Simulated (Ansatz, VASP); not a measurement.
# HfSiO4: VASP beside Ansatz

```
CELL_PARAMETERS angstrom
-3.32275 3.32275 3.00722
3.32275 -3.32275 3.00722
3.32275 3.32275 -3.00722
ATOMIC_POSITIONS crystal
Hf 0.75000 0.25000 0.50000
Hf 0.00000 0.00000 0.00000
Si 0.25000 0.75000 0.50000
Si 0.50000 0.50000 0.00000
O 0.13474 0.31893 0.81581
O 0.06893 0.75313 0.68419
O 0.50313 0.31893 0.18419
O 0.06893 0.38474 0.31581
O 0.61526 0.93107 0.68419
O 0.68107 0.86526 0.18419
O 0.24687 0.93107 0.31581
O 0.68107 0.49687 0.81581
```

Alike in both runs: task single point; functional PBE; k mesh 6 × 6 × 6; occupations gaussian, width 0.01 eV; no spin polarisation.

|  | VASP | Ansatz |
| --- | --- | --- |
| version | VASP 6.6.1 | Ansatz 0.2.0 |
| potentials or method | VASP PAW PBE potentials, release 64 (Hf_pv, Si, O), cutoff 520 eV | scalar-relativistic, plane waves, PAW |
| valence electrons in the cell | 76 | 108 |

|  | VASP | Ansatz | Ansatz less VASP |
| --- | --- | --- | --- |
| gap on the k mesh at the Fermi level (eV) | 5.27 | 5.33 | +0.057 |
| least direct gap on the mesh (eV) | 5.60 | 5.65 | +0.053 |
| pressure (GPa) | -1.6 | 0.0 | +1.59 |
| traceless stress, the component that is largest in VASP (GPa) | 0.22 | -0.01 | -0.231 |
| rms of the force components (eV/Å) | 0.087 | 0.000 | -0.0868 |

Atom by atom the forces differ by 0.087 eV/Å (rms over components). With one functional, cell and mesh, what is left measures potentials, basis and numerics. VASP's potentials hold 76 valence electrons a cell and Ansatz's 108, so a difference there can come from the potentials and not from the codes.

Spin-orbit coupling is off throughout.
